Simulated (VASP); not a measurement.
## Na: single point with PBE

The system is Na.

```xyz
1
Lattice="-2.0986 2.0986 2.0986 2.0986 -2.0986 2.0986 2.0986 2.0986 -2.0986" Properties=species:S:1:pos:R:3 pbc="T T T"
Na    0.0000    0.0000    0.0000
```

```yaml
Program: VASP 6.6.1
Task: single point
Functional: PBE
Potentials_or_basis: VASP PAW PBE potentials, release 64 (Na_pv)
Cutoff: 520 eV
k_mesh: 9 × 9 × 9
Occupations: fermi-dirac, width 0.1 eV
Spin: no spin polarisation
Dipole_correction: no
Further_INCAR_settings: ALGO = Normal; EDIFF = 1e-06; NBANDS = 10
```

```
Pressure               : 0.0 GPa
Band gap on the k mesh : zero (an odd number of electrons rules out a gap without spin polarisation)
```

Levels at points of the mesh, in eV from the Fermi level:
```tsv
k point	band 1	band 2	band 3	band 4	band 5	band 6	band 7
(0.00, 0.00, 0.00)	-24.91	-24.91	-24.91	-3.29	11.74	11.74	11.74
```

It took 14 s on 1 thread of Intel Xeon 8259CL (shared host), peak memory 0.15 GiB.
